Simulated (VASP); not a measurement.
The system is LaTlO2.

```
CELL_PARAMETERS angstrom
3.37869 0.00000 0.00000
0.00000 3.37869 0.00000
0.00000 0.00000 4.77819
ATOMIC_POSITIONS crystal
Tl 0.00000 0.00000 0.00000
O 0.00000 0.00000 0.50000
O 0.50000 0.50000 0.00000
La 0.50000 0.50000 0.50000
```

- Program: VASP 6.6.1
- Task: relaxation of cell and atoms
- Functional: PBE
- Potentials or basis: VASP PAW PBE potentials, release 64 (Tl_d, O, La)
- Cutoff: 600 eV
- k mesh: 8 × 8 × 6
- Occupations: fermi-dirac, width 0.02 eV
- Spin: no spin polarisation

At the start: pressure 49.5 GPa; volume 13.64 Å³/atom.

Q: Where does the relaxation end?

A: Over 12 steps the energy falls by 540.1 meV/atom and the volume is 18.25 Å³/atom (+33.8 %); space group P4/mmm (No. 123, to 0.1 Å) before and after.

The path:
```tsv
step	energy change (eV)	largest force (eV/Å)	pressure (GPa)	volume (Å³)
1	0.0000	0.0000	49.50	54.55
2	-0.8505	0.0000	-14.88	95.01
3	-2.1306	0.0000	-0.68	72.98
4	-2.1314	0.0000	-0.17	72.58
5	-2.1309	0.0000	0.33	72.18
6	-2.1486	0.0000	0.56	72.14
7	-2.1566	0.0000	0.94	72.08
8	-2.1572	0.0000	1.18	72.05
9	-2.1586	0.0000	-0.81	73.67
10	-2.1605	0.0000	0.04	72.96
11	-2.1605	0.0000	0.02	72.98
12	-2.1605	0.0000	0.00	72.98
```

Final structure:
```
Tl O La
1.0
     3.80512    0.00000    0.00000
     0.00000    3.80512    0.00000
     0.00000    0.00000    5.04048
Tl O La
1 2 1
Cartesian
  0.0000 0.0000 0.0000
  0.0000 0.0000 2.5202
  1.9026 1.9026 0.0000
  1.9026 1.9026 2.5202
```

Caveat: the volume moved by over 15 % at a fixed basis, so the end points are rough.
